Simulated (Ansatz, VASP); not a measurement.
PbF2 in VASP and in Ansatz

```
Pb F
1.0
     0.11879    2.95735    2.95735
     3.07614    0.00000    3.07614
     3.07614    3.07614    0.00000
Pb F
1 2
Direct
  0.00000 0.00000 0.00000
  0.21429 0.26190 0.26190
  0.78571 0.73810 0.73810
```

Alike in both runs: task single point; functional PBE; k mesh 8 × 8 × 8; occupations gaussian, width 0.02 eV; no spin polarisation.

|  | VASP | Ansatz |
| --- | --- | --- |
| version | VASP 6.6.1 | Ansatz 0.2.0 |
| potentials or method | VASP PAW PBE potentials, release 64 (Pb_d, F), cutoff 520 eV | scalar-relativistic, plane waves, PAW |
| valence electrons in the cell | 28 | 28 |

|  | VASP | Ansatz | Ansatz less VASP |
| --- | --- | --- | --- |
| gap on the k mesh at the Fermi level (eV) | 4.30 | 4.31 | +0.006 |
| least direct gap on the mesh (eV) | 4.51 | 4.52 | +0.003 |
| pressure (GPa) | -1.4 | -1.2 | +0.18 |
| traceless stress, the component that is largest in VASP (GPa) | -0.11 | -0.11 | -0.002 |
| rms of the force components (eV/Å) | 0.133 | 0.133 | -0.0004 |

Atom by atom the forces differ by 0.000 eV/Å (rms over components).

Neither program's run includes spin-orbit coupling.
